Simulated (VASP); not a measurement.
A run of VASP 6.6.1 is set up as follows.

File INCAR:

```
PREC = Accurate
ENCUT = 520
EDIFF = 1E-7
ISMEAR = -1
SIGMA = 0.1
LREAL = False
LASPH = True
NELM = 150
ALGO = Normal
ISIF = 2
LWAVE = False
LCHARG = False
ISPIN = 2
MAGMOM = 4.5 4.5 0 0
LORBIT = 11
LMAXMIX = 4
GGA = PS
NBANDS = 25
```

File KPOINTS:

```
Automatic mesh
0
Gamma
  7 7 5
```

The input POSCAR:

```
FeSb
1.0
    4.0600000000      0.0000000000      0.0000000000
   -2.0300000000      3.5160631400      0.0000000000
    0.0000000000      0.0000000000      5.1300000000
Fe Sb
2 2
Direct
    0.0000000000      0.0000000000      0.0000000000
    0.0000000000      0.0000000000      0.5000000000
    0.3333333333      0.6666666667      0.2500000000
    0.6666666667      0.3333333333      0.7500000000
```

Potentials or basis: VASP PAW PBE potentials, release 64 (Fe, Sb).

Command:

```bash
$ cat potpaw_PBE.64/Fe/POTCAR potpaw_PBE.64/Sb/POTCAR > POTCAR
$ mpirun -np 1 vasp_std > vasp.out
```

Question: Estimate the net moment.

Answer: 3.04 μB per cell.

Question: What does it give for the site moments?

Answer: Fe +1.63; Sb -0.07 μB.

Question: Estimate the pressure.

Answer: -8.7 GPa.

Stress tensor (GPa, compression positive):
```
 -7.95   0.00   0.00
  0.00  -7.95   0.00
  0.00   0.00 -10.08
```

Caveat: the cell stands under tension; the PAW data sets were made with another functional, which shifts forces and pressure a little.
